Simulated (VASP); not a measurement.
Wanted: the native input for a VASP 6.6.1 run.

```yaml
Task: single point
Functional: PBEsol
Potentials_or_basis: VASP PAW PBE potentials, release 64 (Re, Li_sv)
Cutoff: 520 eV
k_mesh: 6 × 6 × 6
Occupations: methfessel-paxton, width 0.05 eV
Spin: no spin polarisation
Dipole_correction: no
Further_INCAR_settings: ALGO = Normal; EDIFF = 1e-06; NBANDS = 20
```

The structure of LiRe3 lies in POSCAR:

```
LiRe3
1.0
    0.0000000000      3.0528810000      3.0528810000
    3.0528810000      0.0000000000      3.0528810000
    3.0528810000      3.0528810000      0.0000000000
Re Li
3 1
Direct
    0.5000000000      0.5000000000      0.5000000000
    0.2500000000      0.2500000000      0.2500000000
    0.7500000000      0.7500000000      0.7500000000
    0.0000000000      0.0000000000      0.0000000000
```

One way to write it, as run:

INCAR

```
  PREC = Accurate
  ENCUT = 520
  EDIFF = 1E-6
  ISMEAR = 1
  SIGMA = 0.05
  LREAL = False
  LASPH = True
  NELM = 100
  ALGO = Normal
  ISIF = 2
  LWAVE = False
  LCHARG = False
  GGA = PS
  NBANDS = 20
```

KPOINTS

```
Automatic mesh
0
Gamma
  6 6 6
```

Potentials or basis: VASP PAW PBE potentials, release 64 (Re, Li_sv).

Command:

```sh
$ cat potpaw_PBE.64/Re/POTCAR potpaw_PBE.64/Li_sv/POTCAR > POTCAR
$ mpirun -np 1 vasp_std > vasp.out
```

Results of the run:

The band gap on the k mesh is zero (band 12 reaches 8.18 eV, above the bottom of band 13 at 5.57 eV).

Caveat: spin-orbit coupling is left out, which moves the levels of the heavy elements.

It took 14 s on 1 thread of AMD EPYC 9R45 96-Core Processor (Zen 5), with other jobs on the host, peak memory 0.15 GiB.
